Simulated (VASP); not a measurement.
Ni:

```
Ni
1.0
     0.00000    1.76194    1.76194
     1.76194    0.00000    1.76194
     1.76194    1.76194    0.00000
Ni
1
Direct
  0.00000 0.00000 0.00000
```

| Property | Result |
| --- | --- |
| Program | VASP 6.6.1 |
| Task | relaxation of cell and atoms |
| Functional | PBE |
| Dispersion | D3(BJ) |
| Potentials or basis | VASP PAW PBE potentials, release 64 (Ni) |
| Cutoff | 600 eV |
| k mesh | 20 × 20 × 20 |
| Occupations | gaussian, width 0.1 eV |
| Spin | collinear spin, ferromagnetic start |
| Starting moments | [0.81] μB |

At the start: pressure -8.0 GPa; volume 10.94 Å³/atom.

Question: Where does the relaxation end?

Answer: Over 7 steps the energy falls by 11.1 meV/atom and the volume is 10.51 Å³/atom (-4.0 %); space group Fm-3m (No. 225, to 0.1 Å) before and after; moment 0.62 μB per cell.

Step by step:
```tsv
step	energy change (eV)	largest force (eV/Å)	pressure (GPa)	volume (Å³)
1	0.0000	0.0000	-7.96	10.94
2	0.0004	0.0000	9.52	10.10
3	-0.0111	0.0000	-0.10	10.51
4	-0.0111	0.0000	0.29	10.50
5	-0.0111	0.0000	-0.34	10.53
6	-0.0111	0.0000	-0.08	10.51
7	-0.0111	0.0000	-0.03	10.51
```

Final structure:
```yaml
crystal:
  lattice:
    - [0.00000, 1.73836, 1.73836]
    - [1.73836, 0.00000, 1.73836]
    - [1.73836, 1.73836, 0.00000]
  atoms:
    - { symbol: Ni, position: [0.00000, 0.00000, 0.00000] }
```
